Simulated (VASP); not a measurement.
A run of VASP 6.6.1:

Contents of INCAR:

```
  ALGO = Normal
  EDIFF = 1E-6
  ENCUT = 500
  GGA = PE
  GGA_COMPAT = False
  ISIF = 2
  ISMEAR = 0
  LASPH = True
  LCHARG = False
  LREAL = False
  LWAVE = False
  NBANDS = 14
  NELM = 120
  PREC = Accurate
  SIGMA = 0.1
```

The input KPOINTS:

```
k-points
0
Gamma
  6 6 6
```

Contents of POSCAR:

```
NaCl
1.0
    3.5372030117      0.0000000000      0.0000000000
    0.0000000000      3.5372030117      0.0000000000
    0.0000000000      0.0000000000      3.5372030117
Na Cl
1 1
Direct
    0.0000000000      0.0000000000      0.0000000000
    0.5000000000      0.5000000000      0.5000000000
```

Potentials or basis: VASP PAW PBE potentials, release 64 (Na_pv, Cl).

The run is started by

```sh
$ cat potpaw_PBE.64/Na_pv/POTCAR potpaw_PBE.64/Cl/POTCAR > POTCAR
$ mpirun -np 1 vasp_std > vasp.out
```

Hardware: 1 thread of Intel Xeon 8259CL, with other jobs on the host.

Q: How long does it take, and how much memory?

A: It took 18 s on 1 thread of Intel Xeon 8259CL, with other jobs on the host, peak memory 0.15 GiB. Counts: scf iterations 12, k points 20.
